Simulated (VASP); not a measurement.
Here is a VASP 6.6.1 calculation.

Contents of INCAR:

```
SYSTEM = HRh8
  PREC = Accurate
  ENCUT = 600
  EDIFF = 1E-7
  ISMEAR = 0
  SIGMA = 0.1
  LREAL = .FALSE.
  LASPH = .TRUE.
  NELM = 60
  ALGO = Normal
  ISIF = 3
  LWAVE = .FALSE.
  LCHARG = .FALSE.
  GGA = PE
  IBRION = 2
  NSW = 90
  EDIFFG = -0.025
```

Contents of KPOINTS:

```
Automatic mesh
0
G
  8 8 8
  0 0 0
```

Contents of POSCAR:

```
HRh8
1.0
    0.0000000000      3.8631494377      3.8631494377
    3.8631494377      0.0000000000      3.8631494377
    3.8631494377      3.8631494377      0.0000000000
Rh H
8 1
Direct
    0.0000000000      0.0000000000      0.0000000000
   -0.0036686869     -0.0036686869      0.5036686869
   -0.0036686869      0.5036686869     -0.0036686869
   -0.0036686869      0.5036686869      0.5036686869
    0.5036686869     -0.0036686869     -0.0036686869
    0.5036686869     -0.0036686869      0.5036686869
    0.5036686869      0.5036686869     -0.0036686869
    0.5000000000      0.5000000000      0.5000000000
    0.2500000000      0.2500000000      0.2500000000
```

Potentials or basis: VASP PAW PBE potentials, release 64 (Rh_pv, H).

Launch:

```sh
$ cat potpaw_PBE.64/Rh_pv/POTCAR potpaw_PBE.64/H/POTCAR > POTCAR
$ mpirun -np 1 vasp_std > vasp.out
```

Question: Predict the relaxed volume.

Answer: 12.76 Å³/atom.

Question: Estimate the band gap on the k mesh.

Answer: Zero (an odd number of electrons rules out a gap without spin polarisation).

Question: Estimate the relaxed cell.

Answer: a = 5.457 Å, b = 5.457 Å, c = 5.457 Å, α = 60.00°, β = 60.00°, γ = 60.00°.

Question: Predict the space group after relaxing (to 0.1 Å).

Answer: Fm-3m (No. 225).

Final structure:
```
Rh H
1.0
     0.00000    3.85834    3.85834
     3.85834    0.00000    3.85834
     3.85834    3.85834    0.00000
Rh H
8 1
Direct
  0.00000 0.00000 0.00000
  0.99637 0.99637 0.50363
  0.99637 0.50363 0.99637
  0.99637 0.50363 0.50363
  0.50363 0.99637 0.99637
  0.50363 0.99637 0.50363
  0.50363 0.50363 0.99637
  0.50000 0.50000 0.50000
  0.25000 0.25000 0.25000
```
